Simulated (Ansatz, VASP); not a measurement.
**PbSe: VASP beside Ansatz**

```
CELL_PARAMETERS angstrom
0.00000 3.06215 3.06215
3.06215 0.00000 3.06215
3.06215 3.06215 0.00000
ATOMIC_POSITIONS crystal
Pb 0.50000 0.50000 0.50000
Se 0.00000 0.00000 0.00000
```

Alike in both runs: task single point; functional PBE0; k mesh 6 × 6 × 6; occupations gaussian, width 0.05 eV; no spin polarisation.

```csv
,VASP,Ansatz
version,VASP 6.6.1,Ansatz 0.2.0
potentials or method,"VASP PAW PBE potentials, release 64 (Pb_d, Se), cutoff 520 eV","scalar-relativistic, plane waves, PAW"
valence electrons in the cell,20,30
```

```tsv
	VASP	Ansatz	Ansatz less VASP
gap on the k mesh at the Fermi level (eV)	1.29	1.24	-0.049
least direct gap on the mesh (eV)	1.29	1.24	-0.049
pressure (GPa)	1.1	1.3	+0.16
```

With one functional, cell and mesh, what is left measures potentials, basis and numerics. VASP's potentials hold 20 valence electrons a cell and Ansatz's 30, so a difference there can come from the potentials and not from the codes. Ansatz's warnings: stress exchange threshold loose, stress scf threshold loose.

Neither program's run includes spin-orbit coupling.
